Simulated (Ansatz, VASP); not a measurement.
**BeRe: VASP beside Ansatz**

INCAR

```
SYSTEM = BeRe
ALGO = Normal
EDIFF = 1E-6
ENCUT = 600
GGA = PE
GGA_COMPAT = .False.
ISIF = 2
ISMEAR = 0
ISPIN = 2
LASPH = .True.
LCHARG = .False.
LMAXMIX = 4
LORBIT = 11
LREAL = .False.
LWAVE = .False.
MAGMOM = 0 1
NBANDS = 16
NELM = 200
PREC = Accurate
SIGMA = 0.1
```

The input KPOINTS:

```
k-points
0
Gamma
  6 6 6
  0 0 0
```

The input POSCAR:

```
BeRe
1.0
    2.8320900844      0.0000000000      0.0000000000
    0.0000000000      2.8320900844      0.0000000000
    0.0000000000      0.0000000000      2.8320900844
Be Re
1 1
Direct
    0.5000000000      0.5000000000      0.5000000000
    0.0000000000      0.0000000000      0.0000000000
```

Input for Ansatz:

```yaml
crystal:
  lattice:
    - [2.8320900844, 0.0, 0.0]
    - [0.0, 2.8320900844, 0.0]
    - [0.0, 0.0, 2.8320900844]
  atoms:
    - { symbol: Be, position: [0.5, 0.5, 0.5] }
    - { symbol: Re, position: [0.0, 0.0, 0.0], spin: 1.0 }
basis:
  ecutwfc: 420
kpoints:
  mp_grid: { grid: [6, 6, 6] }
hamiltonian:
  xc: pbe
scf:
  occupations: { method: gaussian, width: 0.1 }
  lower_state_search: "off"
output:
  forces: true
  stress: true
  eigenvalues: true
  populations: true
magnetization:
  spin_polarized: true
```

Alike in both runs: task single point; functional PBE; k mesh 6 × 6 × 6; occupations gaussian, width 0.1 eV; collinear spin.

```csv
,VASP,Ansatz
version,VASP 6.6.1,Ansatz 0.2.0
potentials or method,"VASP PAW PBE potentials, release 64 (Be, Re), cutoff 600 eV","scalar-relativistic, plane waves, PAW"
valence electrons in the cell,9,17
```

|  | VASP | Ansatz | Ansatz less VASP |
| --- | --- | --- | --- |
| gap on the k mesh at the Fermi level (eV) | none | none | - |
| pressure (GPa) | 0.3 | -0.1 | -0.39 |
| net moment per atom (μB) | 0.00 | 0.00 | 0.000 |

A gap of «none» marks a metal or a gap that the smearing closes. VASP's potentials hold 9 valence electrons a cell and Ansatz's 17, so a difference there can come from the potentials and not from the codes. Ansatz's warnings: seeded moment not kept.

The k mesh is coarse, so the values compare programs but aren't converged. Spin-orbit coupling is off throughout.
